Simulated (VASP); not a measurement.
Write the native input for VASP 6.6.1 that does the following.

```yaml
Task: single point
Functional: PBE
Potentials_or_basis: VASP PAW PBE potentials, release 64 (Ni_sv_GW, O)
Cutoff: 600 eV
k_mesh: 6 × 6 × 6
Occupations: fermi-dirac, width 0.05 eV
Spin: collinear spin, ferromagnetic start
Starting_moments: "[1.0, 0.0] μB"
Dipole_correction: no
Second_run: valence_matched
Further_INCAR_settings: ALGO = Normal; EDIFF = 1e-06; NBANDS = 23
```

The structure of NiO lies in POSCAR:

```
NiO
1.0
    0.0000000000      2.0913095100      2.0913095100
    2.0913095100      0.0000000000      2.0913095100
    2.0913095100      2.0913095100      0.0000000000
Ni O
1 1
Direct
    0.0000000000      0.0000000000      0.0000000000
    0.5000000000      0.5000000000      0.5000000000
```

The input as run:

INCAR

```
SYSTEM = NiO
  ALGO = Normal
  EDIFF = 1E-6
  ENCUT = 600
  GGA = PE
  GGA_COMPAT = .False.
  ISIF = 2
  ISMEAR = -1
  ISPIN = 2
  LASPH = .True.
  LCHARG = .False.
  LMAXMIX = 4
  LORBIT = 11
  LREAL = .False.
  LWAVE = .False.
  MAGMOM = 1 0
  NBANDS = 23
  NELM = 200
  PREC = Accurate
  SIGMA = 0.05
```

KPOINTS

```
k-points
0
Gamma
  6 6 6
  0 0 0
```

Potentials or basis: VASP PAW PBE potentials, release 64 (Ni_sv_GW, O).

Launch:

```sh
$ cat potpaw_PBE.64/Ni_sv_GW/POTCAR potpaw_PBE.64/O/POTCAR > POTCAR
$ mpirun -np 1 vasp_std > vasp.out
```

Results of the run:

```
Pressure                                              : 1.3 GPa
Net moment                                            : 1.74 μB per cell
Site moments                                          : Ni +1.44; O +0.26 μB
Valence electrons inside the program's atomic spheres : Ni 16.17; O 4.98
```

Caveat: the k points lie up to 0.43 Å⁻¹ apart; a cell with one magnetic atom can't hold antiferromagnetic order, which such compounds often take.

It took 17 s on 1 thread of Intel(R) Xeon(R) Platinum 8488C (Sapphire Rapids), on a shared host, peak memory 0.16 GiB.
